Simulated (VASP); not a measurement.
# Mn2FeN2 (C2/m) in VASP: single point with PBE

Aim: the single point of Mn2FeN2 with PBE.

Program: VASP 6.6.1. These are calculated values, not measurements. Logs are shortened: lines on timing, memory, paths and dates and some standing lists are left out, and cuts for length are marked.

## Step 1: The cell of the first run

It takes space group C2/m (No. 12, monoclinic). The conventional cell has a = 5.230 Å, b = 3.030 Å, c = 5.927 Å, α = 90.00°, β = 90.14°, γ = 90.00°. Mn (site symmetry m) has 3 N at 1.84 Å within 2.4 Å. Fe (site symmetry 2/m) has 6 N at 2.23 to 2.25 Å and 6 Mn at 2.64 Å within 3.0 Å. N (site symmetry m) has 3 Mn at 1.84 Å and 3 Fe at 2.23 to 2.25 Å within 2.4 Å.

## Step 2: Single point, PBE, collinear spin, ferromagnetic start

The input, INCAR:

```
PREC = Accurate ; ENCUT = 520
EDIFF = 1E-6 ; ISMEAR = 0
SIGMA = 0.1 ; LREAL = False
LASPH = True ; NELM = 150
ALGO = Normal ; ISIF = 2
LWAVE = False ; LCHARG = False
ISPIN = 2 ; MAGMOM = 4 4 4 0 0
LORBIT = 11 ; LMAXMIX = 4
GGA = PE ; NBANDS = 34
```

The input, KPOINTS:

```
Automatic mesh
0
Gamma
  6 6 4
```

The input, POSCAR:

```
Mn2FeN2
1.0
    2.6151203308     -1.5150963246      0.0000000000
    2.6151203308      1.5150963246      0.0000000000
   -0.0147385655      0.0000000000      5.9273082974
Mn Fe N
2 1 2
Direct
    0.3333755000      0.3333755000      0.1669290000
    0.6666245000      0.6666245000      0.8330710000
    0.0000000000      0.0000000000      0.5000000000
    0.3324760000      0.3324760000      0.7375550000
    0.6675240000      0.6675240000      0.2624450000
```

Potentials or basis: VASP PAW PBE potentials, release 64 (Mn_pv, Fe, N).

Started as:

```
$ cat potpaw_PBE.64/Mn_pv/POTCAR potpaw_PBE.64/Fe/POTCAR potpaw_PBE.64/N/POTCAR > POTCAR
$ mpirun -np 1 vasp_std > vasp.out
```

OUTCAR:

```text
PREC = Accurate
   ENCUT = 520
   EDIFF = 1E-6
   ISMEAR = 0
   LREAL = False
   LASPH = True
   NELM = 150
   ISIF = 2
   ISPIN = 2
   LORBIT = 11
   GGA = PE

 ion  position               nearest neighbor table
   1  0.333  0.333  0.167-   5 1.84   5 1.84   5 1.84   3 2.64   3 2.64   3 2.64   2 2.64   2 2.64
                             2 2.64
   2  0.667  0.667  0.833-   4 1.84   4 1.84   4 1.84   3 2.64   3 2.64   3 2.64   1 2.64   1 2.64
                             1 2.64
   3  0.000  0.000  0.500-   4 2.23   5 2.23   5 2.25   5 2.25   4 2.25   4 2.25   1 2.64   2 2.64
                             1 2.64   2 2.64   1 2.64   2 2.64
   4  0.332  0.332  0.738-   2 1.84   2 1.84   2 1.84   3 2.23   3 2.25   3 2.25
   5  0.668  0.668  0.262-   1 1.84   1 1.84   1 1.84   3 2.23   3 2.25   3 2.25

  LATTYP: Found a base centered monoclinic cell.
 ALAT       =     5.2302406616
 B/A-ratio  =     0.5793600802
 C/A-ratio  =     1.1332799014
 COS(beta)  =    -0.0024865452

  Lattice vectors:

 A1 = (   2.6151203308,  -1.5150963246,   0.0000000000)
 A2 = (   2.6151203308,   1.5150963246,   0.0000000000)
 A3 = (  -0.0147385655,   0.0000000000,   5.9273082974)

Analysis of symmetry for initial positions (statically):
=====================================================================
 Subroutine PRICEL returns:
 Original cell was already a primitive cell.

 Routine SETGRP: Setting up the symmetry group for a
 base centered monoclinic supercell.

 Subroutine GETGRP returns: Found  4 space group operations
 (whereof  4 operations were pure point group operations)
 out of a pool of  4 trial point group operations.

The static configuration has the point symmetry C_2h.

Analysis of symmetry for dynamics (positions and initial velocities):
=====================================================================
 Subroutine PRICEL returns:
 Original cell was already a primitive cell.

 Routine SETGRP: Setting up the symmetry group for a
 base centered monoclinic supercell.

 Subroutine GETGRP returns: Found  4 space group operations
 (whereof  4 operations were pure point group operations)
 out of a pool of  4 trial point group operations.

The dynamic configuration has the point symmetry C_2h.

Analysis of structural, dynamic, and magnetic symmetry:
=====================================================================
 Subroutine PRICEL returns:
 Original cell was already a primitive cell.

 Routine SETGRP: Setting up the symmetry group for a
 base centered monoclinic supercell.

 Subroutine GETGRP returns: Found  4 space group operations
 (whereof  4 operations were pure point group operations)
 out of a pool of  4 trial point group operations.

The overall configuration has the point symmetry C_2h.

 Subroutine INISYM returns: Found  4 space group operations
 (whereof  4 operations are pure point group operations),
 and found     1 'primitive' translations

----------------------------------------------------------------------------------------

                                     Primitive cell

  volume of cell :      46.9699

  direct lattice vectors                    reciprocal lattice vectors
     2.615120331 -1.515096325  0.000000000     0.191195791 -0.330012021  0.000475418
     2.615120331  1.515096325  0.000000000     0.191195791  0.330012021  0.000475418
    -0.014738566  0.000000000  5.927308297     0.000000000  0.000000000  0.168710644

  length of vectors
     3.022312230  3.022312230  5.927326621     0.381397418  0.381397418  0.168710644

  position of ions in fractional coordinates (direct lattice)
     0.333375500  0.333375500  0.166929000
     0.666624500  0.666624500  0.833071000
     1.000000000  1.000000000  0.500000000
     0.332476000  0.332476000  0.737555000
     0.667524000  0.667524000  0.262445000

  ion indices of the primitive-cell ions
   primitive index   ion index
                 1           1
                 2           2
                 3           3
                 4           4
                 5           5

----------------------------------------------------------------------------------------

 KPOINTS: Automatic mesh
[... 22 lines left out ...]

 Following reciprocal coordinates:
            Coordinates               Weight
  0.000000  0.000000  0.000000      1.000000
  0.166667  0.000000 -0.000000      4.000000
  0.333333  0.000000 -0.000000      4.000000
  0.500000 -0.000000 -0.000000      2.000000
  0.166667  0.166667 -0.000000      2.000000
  0.333333  0.166667 -0.000000      4.000000
[... 16 lines left out ...]
 -0.333333  0.166667  0.250000      4.000000
 -0.166667  0.166667  0.250000      4.000000
 [... further k-points ...]
   k-points           NKPTS =     47   k-points in BZ     NKDIM =     47   number of bands    NBANDS=     34
   number of dos      NEDOS =    301   number of ions     NIONS =      5
   total plane-waves  NPLWV =  27648
   dimension x,y,z NGX =    24 NGY =   24 NGZ =   48
   dimension x,y,z NGXF=    48 NGYF=   48 NGZF=   96
   ions per type =               2   1   2
   NGX,Y,Z   is equivalent  to a cutoff of  13.20, 13.20, 13.46 a.u.
   NGXF,Y,Z  is equivalent  to a cutoff of  26.40, 26.40, 26.93 a.u.
 SYSTEM =  unknown system
   PREC   = accura    normal or accurate (medium, high low for compatibility)
   ISTART =      0    job   : 0-new  1-cont  2-samecut
   ICHARG =      2    charge: 1-file 2-atom 10-const
   ISPIN  =      2    spin polarized calculation?
   LNONCOLLINEAR =      F non collinear calculations
   LSORBIT =      F    spin-orbit coupling
   LASPH  =      T    aspherical Exc in radial PAW
   ENCUT  =  520.0 eV  38.22 Ry    6.18 a.u.   5.62  5.62 11.02*2*pi/ulx,y,z
   NELM   =    150;   NELMIN=  2; NELMDL= -5     # of ELM steps
   EDIFF  = 0.1E-05   stopping-criterion for ELM
   LREAL  =      F    real-space projection
   EDIFFG = 0.1E-04   stopping-criterion for IOM
   NSW    =      0    number of steps for IOM
   IBRION =     -1    ionic relax: 0-MD 1-quasi-New 2-CG
   NFREE  =      0    steps in history (QN), initial steepest desc. (CG)
   ISIF   =      2    stress and relaxation
   ISYM   =      2    0-nonsym 1-usesym 2-fastsym
   POTIM  = 0.5000    time-step for ionic-motion
   TEBEG  =    0.0;   TEEND  =   0.0 temperature during run
   PSTRESS=    0.0 pullay stress
   NELECT =      44.0000    total number of electrons
   NUPDOWN=      -1.0000    fix difference up-down
   EMIN   =  10.00;   EMAX   =-10.00  energy-range for DOS
   EFERMI =   0.00;   METHOD = LEGACY
   ISMEAR =     0;   SIGMA  =   0.10  broadening in eV -4-tet -1-fermi 0-gaus
   EFERMI_NEDOS =   21; number of points for ismear=-14 and -15
   IALGO  =     38    algorithm
   IMIX   =      4    mixing-type and parameters
     AMIX     =   0.40;   BMIX     =  1.00
     AMIX_MAG =   1.60;   BMIX_MAG =  1.00
  volume/ion in A,a.u.               =       9.39        63.39
  Fermi-wavevector in a.u.,A,eV,Ry     =   1.601840  3.027039 34.911090  2.565893
  Thomas-Fermi vector in A             =   2.698755
   LORBIT       =     11    0 simple, 1 ext, 2 COOP (PROOUT), +10 PAW based schemes
   GGA     = PE    functional components
   LHFCALC =     F    Hartree Fock is set to
   AEXX    =    0.0000 exact exchange contribution
   IVDW    =     0    specifies the selected vdW correction
   LEPSILON=     F    determine dielectric tensor
   LRPA    =     F    only Hartree local field effects (RPA)
 spin polarized calculation
 Gauss-broadening in eV      SIGMA  =   0.10
  energy-cutoff  :      520.00
  volume of cell :       46.97
 maximum number of plane-waves:      1287
 NGX is ok and might be reduce to    24
   NGX = 11   NGY = 11   NGZ = 23

 number of electron      44.0000000 magnetization      12.0000000

 number of electron      44.0000000 magnetization       1.8600061

 Free energy of the ion-electron system (eV)
  ---------------------------------------------------
  ext. energy  EPLUGINS =         0.00000000
  ---------------------------------------------------
  free energy    TOTEN  =       -42.75926149 eV

  energy without entropy =      -42.73256151  energy(sigma->0) =      -42.74591150

 E-fermi :   9.1749     XC(G=0): -13.2024

 val. band max:        9.1648456824   @ k =   0.5000   0.1667   0.2500
 cond. band min:       9.1850346412   @ k =   0.5000  -0.0000   0.2500
 fundamental gap:      0.0201889588
 Fermi energy:         9.1748694062

 spin component 1

 k-point     1 :       0.0000    0.0000    0.0000
  band No.  band energies     occupation
      1     -39.1651      1.00000
      2     -39.1588      1.00000
      3     -39.1178      1.00000
      4     -39.1123      1.00000
      5     -38.9251      1.00000
      6     -38.7553      1.00000
[... 877 lines left out ...]
     33      19.3523      0.00000
     34      20.2344      0.00000

 [... further k-points ...]

 spin component 2

 k-point     1 :       0.0000    0.0000    0.0000
  band No.  band energies     occupation
      1     -39.5219      1.00000
      2     -39.5190      1.00000
      3     -39.4755      1.00000
      4     -39.4734      1.00000
      5     -39.2688      1.00000
      6     -39.1019      1.00000
[... 877 lines left out ...]
     33      19.7196      0.00000
     34      20.3136      0.00000

 [... further k-points ...]
[... 5 lines left out ...]
  --------------------------------------------------------------------------------------
  -------------------------------------------------------------------------------------
  Total       -0.5364092     -0.5483200     -0.1053629      0.0000000      0.0000000     -0.0196016
  in kB      -18.2973143    -18.7035998     -3.5940056      0.0000000      0.0000000     -0.6686250
  external PRESSURE =     -13.5316399 kB  Pullay stress =       0.0000000 kB

 VOLUME and BASIS-vectors are now :
 -----------------------------------------------------------------------------
  energy-cutoff  :      520.00
  volume of cell :       46.97
      direct lattice vectors                 reciprocal lattice vectors
     2.615120331 -1.515096325  0.000000000     0.191195791 -0.330012021  0.000475418
     2.615120331  1.515096325  0.000000000     0.191195791  0.330012021  0.000475418
    -0.014738566  0.000000000  5.927308297     0.000000000  0.000000000  0.168710644

 POSITION                                       TOTAL-FORCE (eV/Angst)
 -----------------------------------------------------------------------------------
      1.74117      0.00000      0.98944         0.003672      0.000000      0.103740
      3.47433      0.00000      4.93787        -0.003672      0.000000     -0.103740
     -0.00737      0.00000      2.96365         0.000000      0.000000      0.000000
      1.72806      0.00000      4.37172        -0.015287      0.000000      0.219841
      3.48744      0.00000      1.55559         0.015287      0.000000     -0.219841
 -----------------------------------------------------------------------------------
    total drift:                                0.000000      0.000000     -0.000000

  FREE ENERGIE OF THE ION-ELECTRON SYSTEM (eV)
  ---------------------------------------------------
  free  energy   TOTEN  =       -42.7592614901 eV

  energy  without entropy=      -42.7325615119  energy(sigma->0) =      -42.74591150

 total charge

# of ion       s       p       d       tot
------------------------------------------
    1        0.357   6.405   5.373  12.134
    2        0.357   6.405   5.373  12.134
    3        0.299   0.418   6.318   7.035
    4        1.259   2.443   0.000   3.701
    5        1.259   2.443   0.000   3.701
--------------------------------------------------
tot          3.530  18.113  17.063  38.706

 magnetization (x)

# of ion       s       p       d       tot
------------------------------------------
    1       -0.001  -0.008  -0.329  -0.337
    2       -0.001  -0.008  -0.329  -0.337
    3        0.014   0.011   2.482   2.508
    4        0.010   0.021   0.000   0.031
    5        0.010   0.021   0.000   0.031
--------------------------------------------------
tot          0.032   0.037   1.825   1.894
```

It took 6.4 min on 1 thread of Oxide Virtual Turin-like, shared host; peak memory 0.23 GiB.

What came out:

* Free energy: -42.7593 eV
* Pressure: -1.4 GPa
* Largest force: 0.220 eV/Å
* Net moment: 1.86 μB per cell
* Site moments: Mn -0.34; Fe +2.51; N +0.03 μB
* Valence electrons inside the program's atomic spheres: Mn 12.13; Fe 7.04; N 3.70

Forces on the atoms (eV/Å):
```
Mn   0.004  0.000  0.104
Mn  -0.004  0.000 -0.104
Fe   0.000  0.000  0.000
N   -0.015  0.000  0.220
N    0.015  0.000 -0.220
```

Caveat: the k points lie up to 0.40 Å⁻¹ apart; only a ferromagnetic start was run, and an antiferromagnetic order may lie lower in energy.
